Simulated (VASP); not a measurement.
# Ir (P6_3/mmc) in VASP: a series of runs, part 2 of 2

VASP 6.6.1. The steps go on from the part before.

### 4 Single point, r2SCAN

This run uses another cell than the first one, of 14.04 Å³/atom, 1.007 times its volume.

The input, POSCAR:

```
Ir
1.0
    2.7141925539      0.0000000000      0.0000000000
   -1.3570962769      2.3505597024      0.0000000000
    0.0000000000      0.0000000000      4.4019813909
Ir
2
Direct
    0.3333333333      0.6666666667      0.2500000000
    0.6666666667      0.3333333333      0.7500000000
```

The input, INCAR.step1:

```
PREC     = Accurate       # precision mode
ENCUT    = 550            # plane-wave cutoff, eV
ISMEAR   = -1             # smearing method
SIGMA    = 0.05           # smearing width, eV
LREAL    = F              # projectors in reciprocal space
LASPH    = T              # aspherical terms in the spheres
NELM     = 120            # most SCF steps
NBANDS   = 24             # bands
GGA      = PE             # functional
ALGO     = Normal         # electronic algorithm
EDIFF    = 1E-5           # SCF threshold, eV
LWAVE    = T              # write WAVECAR
LCHARG   = F              # write CHGCAR
GGA_COMPAT= F
```

The input, INCAR.step2:

```
PREC     = Accurate       # precision mode
ENCUT    = 550            # plane-wave cutoff, eV
EDIFF    = 1E-6           # SCF threshold, eV
ISMEAR   = -1             # smearing method
SIGMA    = 0.05           # smearing width, eV
LREAL    = F              # projectors in reciprocal space
LASPH    = T              # aspherical terms in the spheres
NELM     = 120            # most SCF steps
ALGO     = Normal         # electronic algorithm
ISIF     = 2              # what is computed and relaxed
LWAVE    = F              # write WAVECAR
LCHARG   = F              # write CHGCAR
METAGGA  = R2SCAN         # meta-GGA
LMIXTAU  = T            
NBANDS   = 24             # bands
ISTART   = 1            
GGA_COMPAT= F
```

The input, KPOINTS:

```
regular mesh
0
Gamma
  11 11 6
```

Potentials or basis: VASP PAW PBE potentials, release 64 (Ir_sv_GW).

Command:

```sh
cat potpaw_PBE.64/Ir_sv_GW/POTCAR > POTCAR
cp INCAR.step1 INCAR
mpirun -np 1 vasp_std > vasp.out
cp INCAR.step2 INCAR
mpirun -np 1 vasp_std > vasp.out
```

OUTCAR:

```text
PREC = Accurate
   ENCUT = 550
   EDIFF = 1E-6
   ISMEAR = -1
   LREAL = F
   LASPH = T
   NELM = 120
   ISIF = 2
   METAGGA = R2SCAN
   ISTART = 1

 ion  position               nearest neighbor table
   1  0.333  0.667  0.250-   2 2.70   2 2.70   2 2.70   2 2.70   2 2.70   2 2.70
   2  0.667  0.333  0.750-   1 2.70   1 2.70   1 2.70   1 2.70   1 2.70   1 2.70

  LATTYP: Found a hexagonal cell.
 ALAT       =     2.7141925539
 C/A-ratio  =     1.6218382828

  Lattice vectors:

 A1 = (   2.7141925539,   0.0000000000,   0.0000000000)
 A2 = (  -1.3570962769,   2.3505597024,   0.0000000000)
 A3 = (   0.0000000000,   0.0000000000,   4.4019813909)

Analysis of symmetry for initial positions (statically):
=====================================================================
 Subroutine PRICEL returns:
 Original cell was already a primitive cell.

 Routine SETGRP: Setting up the symmetry group for a
 hexagonal supercell.

 Subroutine GETGRP returns: Found 24 space group operations
 (whereof 12 operations were pure point group operations)
 out of a pool of 24 trial point group operations.

The static configuration has the point symmetry D_3d.
 The point group associated with its full space group is D_6h.

Analysis of symmetry for dynamics (positions and initial velocities):
=====================================================================
 Subroutine PRICEL returns:
 Original cell was already a primitive cell.

 Routine SETGRP: Setting up the symmetry group for a
 hexagonal supercell.

 Subroutine GETGRP returns: Found 24 space group operations
 (whereof 12 operations were pure point group operations)
 out of a pool of 24 trial point group operations.

The dynamic configuration has the point symmetry D_3d.
 The point group associated with its full space group is D_6h.

 Subroutine INISYM returns: Found 24 space group operations
[... 111 lines left out ...]
   EFERMI =   0.00;   METHOD = LEGACY
   ISMEAR =    -1;   SIGMA  =   0.05  broadening in eV -4-tet -1-fermi 0-gaus
   EFERMI_NEDOS =   21; number of points for ismear=-14 and -15
   IALGO  =     38    algorithm
   IMIX   =      4    mixing-type and parameters
     AMIX     =   0.40;   BMIX     =  1.00
     AMIX_MAG =   1.60;   BMIX_MAG =  1.00
  volume/ion in A,a.u.               =      14.04        94.76
  Fermi-wavevector in a.u.,A,eV,Ry     =   1.744808  3.297210 41.420985  3.044357
  Thomas-Fermi vector in A             =   2.816617
   LORBIT       =      0    0 simple, 1 ext, 2 COOP (PROOUT), +10 PAW based schemes
   METAGGA = R2SCAN    functional components
   LHFCALC =     F    Hartree Fock is set to
   AEXX    =    0.0000 exact exchange contribution
   IVDW    =     0    specifies the selected vdW correction
   LEPSILON=     F    determine dielectric tensor
   LRPA    =     F    only Hartree local field effects (RPA)
 non-spin polarized calculation
  energy-cutoff  :      550.00
  volume of cell :       28.08
 maximum number of plane-waves:       839
 NGX is ok and might be reduce to    24
   NGX = 11   NGY = 11   NGZ = 17

 number of electron      34.0000000 magnetization

 Free energy of the ion-electron system (eV)
  ---------------------------------------------------
  ext. energy  EPLUGINS =         0.00000000
  ---------------------------------------------------
  free energy    TOTEN  =      -105.60213206 eV

  energy without entropy =     -105.57846391  energy(sigma->0) =     -105.59029799

 E-fermi :  12.9269     XC(G=0): -15.9639

 val. band max:       12.9113413402   @ k =   0.3636   0.1818   0.1667
 cond. band min:      12.9320210736   @ k =   0.2727   0.0909   0.3333
 fundamental gap:      0.0206797334
 Fermi energy:        12.9269195070

 k-point     1 :       0.0000    0.0000    0.0000
  band No.  band energies     occupation
      1     -82.2420      2.00000
      2     -82.1629      2.00000
      3     -38.9345      2.00000
      4     -38.1641      2.00000
      5     -38.1641      2.00000
      6     -38.0489      2.00000
[... 637 lines left out ...]
     23      28.9592      0.00000
     24      30.0147      0.00000

 [... further k-points ...]

------------------------ aborting loop because EDIFF is reached ----------------------------------------

  FORCE on cell =-STRESS in cart. coord.  units (eV):
  Direction    XX          YY          ZZ          XY          YZ          ZX
  --------------------------------------------------------------------------------------
  -------------------------------------------------------------------------------------
  Total        0.7303984      0.7303984      0.6834582      0.0000000      0.0000000      0.0000000
  in kB       41.6687276     41.6687276     38.9908233      0.0000000      0.0000000      0.0000000
  external PRESSURE =      40.7760928 kB  Pullay stress =       0.0000000 kB

 VOLUME and BASIS-vectors are now :
 -----------------------------------------------------------------------------
  energy-cutoff  :      550.00
  volume of cell :       28.08
      direct lattice vectors                 reciprocal lattice vectors
     2.714192554  0.000000000  0.000000000     0.368433698  0.212715295  0.000000000
    -1.357096277  2.350559702  0.000000000     0.000000000  0.425430590  0.000000000
     0.000000000  0.000000000  4.401981391     0.000000000  0.000000000  0.227170429

 POSITION                                       TOTAL-FORCE (eV/Angst)
 -----------------------------------------------------------------------------------
     -0.00000      1.56704      1.10050         0.000000      0.000000      0.000000
      1.35710      0.78352      3.30149        -0.000000     -0.000000      0.000000
 -----------------------------------------------------------------------------------
    total drift:                               -0.000000      0.000000     -0.000000

  FREE ENERGIE OF THE ION-ELECTRON SYSTEM (eV)
  ---------------------------------------------------
  free  energy   TOTEN  =      -105.6021320617 eV

  energy  without entropy=     -105.5784639149  energy(sigma->0) =     -105.59029799
```

OUTCAR.step1:

```text
PREC = Accurate
   ENCUT = 550
   ISMEAR = -1
   LREAL = F
   LASPH = T
   NELM = 120
[... 870 lines left out ...]
 -----------------------------------------------------------------------------------
     -0.00000      1.56704      1.10050         0.000000     -0.000000      0.000000
      1.35710      0.78352      3.30149        -0.000000      0.000000      0.000000
 -----------------------------------------------------------------------------------
    total drift:                               -0.000000      0.000000     -0.000000

  FREE ENERGIE OF THE ION-ELECTRON SYSTEM (eV)
  ---------------------------------------------------
  free  energy   TOTEN  =       -18.6242822988 eV

  energy  without entropy=      -18.6002990019  energy(sigma->0) =      -18.61229065
```

It took 2.1 min on 1 thread of AMD EPYC 9R45 (Zen 5), shared host; peak memory 0.16 GiB.

What came out:

| Item | Value |
| --- | --- |
| Free energy | -105.6021 eV |
| Pressure | 4.1 GPa |
| Band gap on the k mesh | zero (band 17 reaches 13.96 eV, above the bottom of band 18 at 10.55 eV) |

Stress tensor (GPa, compression positive):
```
4.17 0.00 0.00
0.00 4.17 0.00
0.00 0.00 3.90
```

Caveat: the PAW data sets were made with another functional, which shifts forces and pressure a little; spin-orbit coupling is left out, which moves the levels of the heavy elements.

### 5 Overview

| level | potentials or basis | cell | k mesh | cutoff (eV) | grid for exact exchange (PRECFOCK) | share of exact exchange | screening parameter | second run | gap on the mesh (eV) | pressure (GPa) |
| --- | --- | --- | --- | --- | --- | --- | --- | --- | --- | --- |
| HF | VASP PAW PBE potentials, release 64 (Ir) | a = 2.740, b = 2.740, c = 4.288 Å, angles 90.0, 90.0, 120.0°, 2 atoms | 6 × 6 × 3 | 520 | Normal | - | - | - | none | 7.2 |
| PBE-based screened hybrid | VASP PAW PBE potentials, release 64 (Ir) | a = 2.741, b = 2.741, c = 4.326 Å, angles 90.0, 90.0, 120.0°, 2 atoms | 6 × 6 × 3 | 520 | Normal | 0.25 | 0.3 1/Å | - | none | 2.7 |
| r2SCAN | VASP PAW PBE potentials, release 64 (Ir_sv_GW) | a = 2.714, b = 2.714, c = 4.402 Å, angles 90.0, 90.0, 120.0°, 2 atoms | 11 × 11 × 6 | 550 | - | - | - | valence_matched | none | 4.1 |

Alike in all rows: task single point; no spin polarisation; smearing fermi-dirac 0.05 eV.

Caveats: some runs use coarse meshes; the PAW data sets were made with another functional, which shifts forces and pressure a little; spin-orbit coupling is left out, which moves the levels of the heavy elements.

Absolute energies hang on the potentials; compare differences alone.
